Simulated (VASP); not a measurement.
PbSe:

```
Pb Se
1.0
     0.00000    3.06969    3.06969
     3.06969    0.00000    3.06969
     3.06969    3.06969    0.00000
Pb Se
1 1
Direct
  0.00000 0.00000 0.00000
  0.50000 0.50000 0.50000
```

Base run:

```yaml
Program: VASP 6.6.1
Functional: PBE
Potentials_or_basis: VASP PAW PBE potentials, release 64 (Pb_d, Se)
Cutoff: 500 eV
k_mesh: 6 × 6 × 6
Occupations: gaussian, width 0.01 eV
Spin: no spin polarisation
```

Its results: band gap on the k mesh 0.32 eV; pressure 1.9 GPa.

The run is repeated on the same cell with these changes: functional from PBE to r2SCAN; cutoff from 500 eV to 550 eV. What comes out?

Band gap on the k mesh 0.61 eV; pressure 1.0 GPa.

Caveats: spin-orbit coupling is left out, which moves the levels of the heavy elements; the PAW data sets were made with another functional, which shifts forces and pressure a little (at least some runs).

A k mesh can miss the band edges.
